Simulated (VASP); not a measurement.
# TiO2 (P4_2/mnm) in VASP: notebook, part 2 of 3

VASP 6.6.1. The steps go on from the part before.

### 3 Single point, r2SCAN (10.09 Å³/atom)

This run uses another cell than the first one, of 10.09 Å³/atom.

POSCAR

```
TiO2
1.0
    4.5415035664      0.0000000000      0.0000000000
    0.0000000000      4.5415035664      0.0000000000
    0.0000000000      0.0000000000      2.9353125355
Ti O
2 4
Direct
    0.0000000000      0.0000000000      0.0000000000
    0.5000000000      0.5000000000      0.5000000000
    0.3035695534      0.3035695534      0.0000000000
    0.1964304466      0.8035695534      0.5000000000
    0.6964304466      0.6964304466      0.0000000000
    0.8035695534      0.1964304466      0.5000000000
```

INCAR.step1

```
ALGO     = Normal         # electronic algorithm
EDIFF    = 1E-4           # SCF threshold, eV
ENCUT    = 520            # plane-wave cutoff, eV
GGA      = PE             # functional
ISMEAR   = 0              # smearing method
LASPH    = True           # aspherical terms in the spheres
LCHARG   = False          # write CHGCAR
LREAL    = False          # projectors in reciprocal space
LWAVE    = True           # write WAVECAR
NBANDS   = 33             # bands
NELM     = 80             # most SCF steps
PREC     = Accurate       # precision mode
SIGMA    = 0.02           # smearing width, eV
```

INCAR.step2

```
ALGO     = Normal         # electronic algorithm
EDIFF    = 1E-6           # SCF threshold, eV
ENCUT    = 520            # plane-wave cutoff, eV
ISIF     = 2              # what is computed and relaxed
ISMEAR   = 0              # smearing method
ISTART   = 1            
LASPH    = True           # aspherical terms in the spheres
LCHARG   = False          # write CHGCAR
LMIXTAU  = True         
LREAL    = False          # projectors in reciprocal space
LWAVE    = False          # write WAVECAR
METAGGA  = R2SCAN         # meta-GGA
NBANDS   = 33             # bands
NELM     = 80             # most SCF steps
PREC     = Accurate       # precision mode
SIGMA    = 0.02           # smearing width, eV
```

KPOINTS

```
k-points
0
Gamma
  6 6 10
```

Potentials or basis: VASP PAW PBE potentials, release 64 (Ti_sv, O).

The run is started by

```
$ cat potpaw_PBE.64/Ti_sv/POTCAR potpaw_PBE.64/O/POTCAR > POTCAR
$ cp INCAR.step1 INCAR
$ mpirun -np 1 vasp_std > vasp.out
$ cp INCAR.step2 INCAR
$ mpirun -np 1 vasp_std > vasp.out
```

OUTCAR:

```text
EDIFF = 1E-6
   ENCUT = 520
   ISIF = 2
   ISMEAR = 0
   ISTART = 1
   LASPH = True
   LREAL = False
   METAGGA = R2SCAN
   NELM = 80
   PREC = Accurate

 ion  position               nearest neighbor table
   1  0.000  0.000  0.000-   4 1.94   6 1.94   4 1.94   6 1.94   5 1.95   3 1.95
   2  0.500  0.500  0.500-   3 1.94   5 1.94   3 1.94   5 1.94   4 1.95   6 1.95
   3  0.304  0.304  0.000-   2 1.94   2 1.94   1 1.95
   4  0.196  0.804  0.500-   1 1.94   1 1.94   2 1.95
   5  0.696  0.696  0.000-   2 1.94   2 1.94   1 1.95
   6  0.804  0.196  0.500-   1 1.94   1 1.94   2 1.95

  LATTYP: Found a simple tetragonal cell.
 ALAT       =     4.5415035664
 C/A-ratio  =     0.6463305583

  Lattice vectors:

 A1 = (   4.5415035664,   0.0000000000,   0.0000000000)
 A2 = (   0.0000000000,   4.5415035664,   0.0000000000)
 A3 = (   0.0000000000,   0.0000000000,   2.9353125355)

Analysis of symmetry for initial positions (statically):
=====================================================================
 Subroutine PRICEL returns:
 Original cell was already a primitive cell.

 Routine SETGRP: Setting up the symmetry group for a
 simple tetragonal supercell.

 Subroutine GETGRP returns: Found 16 space group operations
 (whereof  8 operations were pure point group operations)
 out of a pool of 16 trial point group operations.

The static configuration has the point symmetry D_2h.
 The point group associated with its full space group is D_4h.

Analysis of symmetry for dynamics (positions and initial velocities):
=====================================================================
 Subroutine PRICEL returns:
 Original cell was already a primitive cell.

 Routine SETGRP: Setting up the symmetry group for a
 simple tetragonal supercell.

 Subroutine GETGRP returns: Found 16 space group operations
[... 132 lines left out ...]
     AMIX_MAG =   1.60;   BMIX_MAG =  1.00
  volume/ion in A,a.u.               =      10.09        68.09
  Fermi-wavevector in a.u.,A,eV,Ry     =   1.515203  2.863318 31.236782  2.295839
  Thomas-Fermi vector in A             =   2.624758
   LORBIT       =      0    0 simple, 1 ext, 2 COOP (PROOUT), +10 PAW based schemes
   METAGGA = R2SCAN    functional components
   LHFCALC =     F    Hartree Fock is set to
   AEXX    =    0.0000 exact exchange contribution
   IVDW    =     0    specifies the selected vdW correction
   LEPSILON=     F    determine dielectric tensor
   LRPA    =     F    only Hartree local field effects (RPA)
 non-spin polarized calculation
 Gauss-broadening in eV      SIGMA  =   0.02
  energy-cutoff  :      520.00
  volume of cell :       60.54
 maximum number of plane-waves:      1648
 NGX is ok and might be reduce to    36
   NGX = 17   NGY = 17   NGZ = 11

 number of electron      47.9999999 magnetization

 Free energy of the ion-electron system (eV)
  ---------------------------------------------------
  ext. energy  EPLUGINS =         0.00000000
  ---------------------------------------------------
  free energy    TOTEN  =       -69.73463728 eV

  energy without entropy =      -69.73463728  energy(sigma->0) =      -69.73463728

 E-fermi :   5.0610     XC(G=0): -12.3369

 val. band max:        4.8997797271   @ k =   0.0000   0.0000   0.0000
 cond. band min:       7.1627215976   @ k =   0.0000   0.0000   0.0000
 fundamental gap:      2.2629418705
 Fermi energy:         5.0610115666

 k-point     1 :       0.0000    0.0000    0.0000
  band No.  band energies     occupation
      1     -54.1700      2.00000
      2     -54.1487      2.00000
      3     -29.4712      2.00000
      4     -29.4712      2.00000
      5     -29.2695      2.00000
      6     -29.2695      2.00000
[... 853 lines left out ...]
     32      10.7567      0.00000
     33      12.0379      0.00000

 [... further k-points ...]

------------------------ aborting loop because EDIFF is reached ----------------------------------------

  FORCE on cell =-STRESS in cart. coord.  units (eV):
  Direction    XX          YY          ZZ          XY          YZ          ZX
  --------------------------------------------------------------------------------------
  -------------------------------------------------------------------------------------
  Total        3.2749163      3.2749163      3.5727485      0.0000000      0.0000000      0.0000000
  in kB       86.6676704     86.6676704     94.5495267      0.0000000      0.0000000      0.0000000
  external PRESSURE =      89.2949558 kB  Pullay stress =       0.0000000 kB

 VOLUME and BASIS-vectors are now :
 -----------------------------------------------------------------------------
  energy-cutoff  :      520.00
  volume of cell :       60.54
      direct lattice vectors                 reciprocal lattice vectors
     4.541503566  0.000000000  0.000000000     0.220191394  0.000000000  0.000000000
     0.000000000  4.541503566  0.000000000     0.000000000  0.220191394  0.000000000
     0.000000000  0.000000000  2.935312536     0.000000000  0.000000000  0.340679225

 POSITION                                       TOTAL-FORCE (eV/Angst)
 -----------------------------------------------------------------------------------
      0.00000      0.00000      0.00000         0.000000      0.000000      0.000000
      2.27075      2.27075      1.46766         0.000000      0.000000      0.000000
      1.37866      1.37866      0.00000        -0.013640     -0.013640     -0.000000
      0.89209      3.64941      1.46766         0.013640     -0.013640      0.000000
      3.16284      3.16284      0.00000         0.013640      0.013640      0.000000
      3.64941      0.89209      1.46766        -0.013640      0.013640      0.000000
 -----------------------------------------------------------------------------------
    total drift:                               -0.000000      0.000000     -0.000000

  FREE ENERGIE OF THE ION-ELECTRON SYSTEM (eV)
  ---------------------------------------------------
  free  energy   TOTEN  =       -69.7346372774 eV

  energy  without entropy=      -69.7346372774  energy(sigma->0) =      -69.73463728
```

Wall time 4.4 min (1 thread of Intel Xeon Platinum 8488C (Sapphire Rapids), shared host); peak memory 0.23 GiB.

Results:

- Free energy: -69.7346 eV
- Pressure: 8.9 GPa
- Largest force: 0.019 eV/Å
- Band gap on the k mesh: 2.26 eV

Forces in eV/Å, atoms in the order of the input:
```
Ti   0.000  0.000  0.000
Ti   0.000  0.000  0.000
O   -0.014 -0.014  0.000
O    0.014 -0.014  0.000
O    0.014  0.014  0.000
O   -0.014  0.014  0.000
```

Stress tensor (GPa, compression positive):
```
8.67 0.00 0.00
0.00 8.67 0.00
0.00 0.00 9.45
```

Caveat: the cell stands under pressure; the PAW data sets were made with another functional, which shifts forces and pressure a little.

(Part 2 of 3 ends here.)
